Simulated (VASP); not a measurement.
# BeS: single point with PBE

Crystal: BeS.

```
S Be
1.0
     0.00000    2.42500    2.42500
     2.42500    0.00000    2.42500
     2.42500    2.42500    0.00000
S Be
1 1
Cartesian
  3.6375 3.6375 3.6375
  0.0000 0.0000 0.0000
```

* Program: VASP 6.6.1
* Task: single point
* Functional: PBE
* Potentials or basis: VASP PAW PBE potentials, release 64 (S, Be)
* Cutoff: 520 eV
* k mesh: 4 × 4 × 4
* Occupations: fermi-dirac, width 0.05 eV
* Spin: no spin polarisation

The pressure is 2.1 GPa. The band gap on the k mesh is 3.10 eV, indirect (least direct gap 5.66 eV).

Levels at points of the mesh, in eV from the valence-band top:
| k point | band 1 | band 2 | band 3 | band 4 | band 5 | band 6 | band 7 | band 8 | band 9 |
| --- | --- | --- | --- | --- | --- | --- | --- | --- | --- |
| (0.00, 0.00, 0.00) | -13.69 | 0.00 | 0.00 | 0.00 | 5.66 | 5.66 | 5.66 | 5.88 | 12.80 |
| (0.50, 0.00, 0.00) | -12.08 | -5.80 | -1.04 | -1.04 | 5.47 | 6.55 | 6.55 | 11.20 | 14.93 |
| (0.50, 0.50, 0.00) | -11.54 | -5.03 | -2.65 | -2.65 | 3.10 | 4.90 | 12.77 | 12.77 | 15.56 |

It took 3.6 s on 1 thread of AMD EPYC 7R13 Processor (Zen 3), on a shared host, peak memory 0.11 GiB.

Caveat: the k points lie up to 0.56 Å⁻¹ apart. A k mesh can miss the band edges.
